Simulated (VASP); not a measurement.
# Se (R-3m) in VASP: a series of runs, part 2 of 2

VASP 6.6.1.

## (3) Single point, PBEsol

INCAR reads:

```
ALGO = Normal
EDIFF = 1E-6
ENCUT = 500
GGA = PS
GGA_COMPAT = F
ISIF = 2
ISMEAR = 1
LASPH = T
LCHARG = F
LREAL = F
LWAVE = F
NBANDS = 9
NELM = 120
PREC = Accurate
SIGMA = 0.2
```

KPOINTS reads:

```
k-points
0
Gamma
  6 6 6
```

POSCAR reads:

```
Se
1.0
    2.3912690000      0.0000000000      0.0000000000
   -0.7080256539      2.2840462132      0.0000000000
   -0.7080256539     -0.9607424365      2.0721585544
Se
1
Direct
    0.0000000000      0.0000000000      0.0000000000
```

Potentials or basis: VASP PAW PBE potentials, release 64 (Se).

Launch:

```
$ cat potpaw_PBE.64/Se/POTCAR > POTCAR
$ mpirun -np 1 vasp_std > vasp.out
```

OUTCAR:

```text
EDIFF = 1E-6
   ENCUT = 500
   GGA = PS
   ISIF = 2
   ISMEAR = 1
   LASPH = T
   LREAL = F
   NELM = 120
   PREC = Accurate

 ion  position               nearest neighbor table
   1  0.000  0.000  0.000-

  LATTYP: Found a trigonal (rhomboedric) cell.
 ALAT       =     2.3912690000
 COS(alpha) =    -0.2960878320

  Lattice vectors:

 A1 = (   2.3912690000,   0.0000000000,   0.0000000000)
 A2 = (  -0.7080256539,   2.2840462132,   0.0000000000)
 A3 = (  -0.7080256539,  -0.9607424365,   2.0721585544)

Analysis of symmetry for initial positions (statically):
=====================================================================
 Subroutine PRICEL returns:
 Original cell was already a primitive cell.

 Routine SETGRP: Setting up the symmetry group for a
 trigonal (rhombohedral) supercell.

 Subroutine GETGRP returns: Found 12 space group operations
 (whereof 12 operations were pure point group operations)
 out of a pool of 12 trial point group operations.

The static configuration has the point symmetry D_3d.

Analysis of symmetry for dynamics (positions and initial velocities):
=====================================================================
 Subroutine PRICEL returns:
 Original cell was already a primitive cell.

 Routine SETGRP: Setting up the symmetry group for a
 trigonal (rhombohedral) supercell.

 Subroutine GETGRP returns: Found 12 space group operations
 (whereof 12 operations were pure point group operations)
 out of a pool of 12 trial point group operations.

The dynamic configuration has the point symmetry D_3d.

 Subroutine INISYM returns: Found 12 space group operations
 (whereof 12 operations are pure point group operations),
 and found     1 'primitive' translations

----------------------------------------------------------------------------------------

                                     Primitive cell

  volume of cell :      11.3177
[... 110 lines left out ...]
  Thomas-Fermi vector in A             =   2.454467
   LORBIT       =      0    0 simple, 1 ext, 2 COOP (PROOUT), +10 PAW based schemes
   GGA     = PS    functional components
   LHFCALC =     F    Hartree Fock is set to
   AEXX    =    0.0000 exact exchange contribution
   IVDW    =     0    specifies the selected vdW correction
   LEPSILON=     F    determine dielectric tensor
   LRPA    =     F    only Hartree local field effects (RPA)
 non-spin polarized calculation
 Methfessel and Paxton  Order N= 1 SIGMA  =   0.20
  energy-cutoff  :      500.00
  volume of cell :       11.32
 maximum number of plane-waves:       298
 NGX is ok and might be reduce to    18
   NGX =  9   NGY =  9   NGZ =  9

 number of electron       6.0000000 magnetization

 Free energy of the ion-electron system (eV)
  ---------------------------------------------------
  ext. energy  EPLUGINS =         0.00000000
  ---------------------------------------------------
  free energy    TOTEN  =        -1.14902817 eV

  energy without entropy =       -1.14626869  energy(sigma->0) =       -1.14810834

 E-fermi :  14.7614     XC(G=0): -13.5084

 val. band max:       14.7032301674   @ k =  -0.3333   0.1667   0.0000
 cond. band min:      14.8248325132   @ k =  -0.3333   0.1667   0.1667
 fundamental gap:      0.1216023458
 Fermi energy:        14.7614020247

 k-point     1 :       0.0000    0.0000    0.0000
  band No.  band energies     occupation
      1      -8.9346      2.00000
      2      20.2725      0.00000
      3      22.4941      0.00000
      4      22.4941      0.00000
      5      27.1497      0.00000
      6      27.1497      0.00000
      7      29.6152      0.00000
      8      33.2691      0.00000
      9      33.2699      0.00000
[... 265 lines left out ...]
 k-point    24 :      -0.3333    0.5000    0.1667
  band No.  band energies     occupation
      1       0.1205      2.00000
      2       5.3207      2.00000
      3       8.1737      2.00000
      4      17.5347     -0.00000
      5      22.5543      0.00000
      6      26.5846      0.00000
      7      28.8953      0.00000
      8      33.4876      0.00000
      9      39.8440      0.00000

 [... further k-points ...]

------------------------ aborting loop because EDIFF is reached ----------------------------------------

  FORCE on cell =-STRESS in cart. coord.  units (eV):
  Direction    XX          YY          ZZ          XY          YZ          ZX
  --------------------------------------------------------------------------------------
  -------------------------------------------------------------------------------------
  Total       10.2780190     10.3374783     10.5264430      0.0959059      0.2037825      0.1501789
  in kB     1455.0023545   1463.4196731   1490.1703673     13.5768700     28.8483562     21.2599917
  external PRESSURE =    1469.5307983 kB  Pullay stress =       0.0000000 kB

 VOLUME and BASIS-vectors are now :
 -----------------------------------------------------------------------------
  energy-cutoff  :      500.00
  volume of cell :       11.32
      direct lattice vectors                 reciprocal lattice vectors
     2.391269000  0.000000000  0.000000000     0.418188000  0.129633030  0.202992085
    -0.708025654  2.284046213  0.000000000     0.000000000  0.437819513  0.202992085
    -0.708025654 -0.960742437  2.072158554     0.000000000  0.000000000  0.482588554

 POSITION                                       TOTAL-FORCE (eV/Angst)
 -----------------------------------------------------------------------------------
      0.00000      0.00000      0.00000        -0.000000     -0.000000      0.000000
 -----------------------------------------------------------------------------------
    total drift:                                0.000000     -0.000000      0.000000

  FREE ENERGIE OF THE ION-ELECTRON SYSTEM (eV)
  ---------------------------------------------------
  free  energy   TOTEN  =        -1.1490281696 eV

  energy  without entropy=       -1.1462686905  energy(sigma->0) =       -1.14810834
```

OSZICAR:

```text
N       E                     dE             d eps       ncg     rms          rms(c)
DAV:   1     0.887797872001E+01    0.88780E+01   -0.33055E+03   584   0.589E+02
DAV:   2    -0.103289745954E+01   -0.99109E+01   -0.97056E+01   825   0.808E+01
DAV:   3    -0.118036742423E+01   -0.14747E+00   -0.14735E+00   688   0.806E+00
DAV:   4    -0.118047016906E+01   -0.10274E-03   -0.10274E-03   800   0.233E-01
DAV:   5    -0.118047018861E+01   -0.19543E-07   -0.18702E-07   684   0.268E-03    0.996E+00
DAV:   6    -0.116007420557E+01    0.20396E-01   -0.21029E-03   682   0.321E-01    0.601E+00
DAV:   7    -0.114907336417E+01    0.11001E-01   -0.38649E-03   700   0.467E-01    0.620E-02
DAV:   8    -0.114903034936E+01    0.43015E-04   -0.62350E-05   705   0.503E-02    0.170E-02
DAV:   9    -0.114902846387E+01    0.18855E-05   -0.44900E-06   750   0.127E-02    0.485E-03
DAV:  10    -0.114902816958E+01    0.29429E-06   -0.35822E-08   404   0.180E-03
   1 F= -.11490282E+01 E0= -.11481083E+01  d E =-.275948E-02
```

stdout:

```text
POSCAR found type information on POSCAR Se
 POSCAR found :  1 types and       1 ions
 scaLAPACK will be used
 -----------------------------------------------------------------------------
|                                                                             |
|                                                                             |
|     You enforced a specific xc type in the INCAR file but a different       |
|     I HOPE YOU KNOW WHAT YOU ARE DOING!                                     |
|                                                                             |
 -----------------------------------------------------------------------------

 LDA part: xc-table for (Slater+PW92), standard interpolation
 POSCAR, INCAR and KPOINTS ok, starting setup
 FFT: planning ... GRIDC
 FFT: planning ... GRID_SOFT
 FFT: planning ... GRID
 WAVECAR not read
 entering main loop
```

Run time: 5.8 s. Hardware: 1 thread of AMD EPYC 7R13, shared host; peak memory 0.09 GiB.

Results:

```
Free energy            : -1.1490 eV
Pressure               : 147.0 GPa
Band gap on the k mesh : zero (band 3 reaches 22.49 eV, above the bottom of band 4 at 9.84 eV)
```

Stress tensor (GPa, compression positive):
```
145.50   1.36   2.13
  1.36 146.34   2.88
  2.13   2.88 149.02
```

Caveat: the k points lie up to 0.51 Å⁻¹ apart; the PAW data sets were made with another functional, which shifts forces and pressure a little.
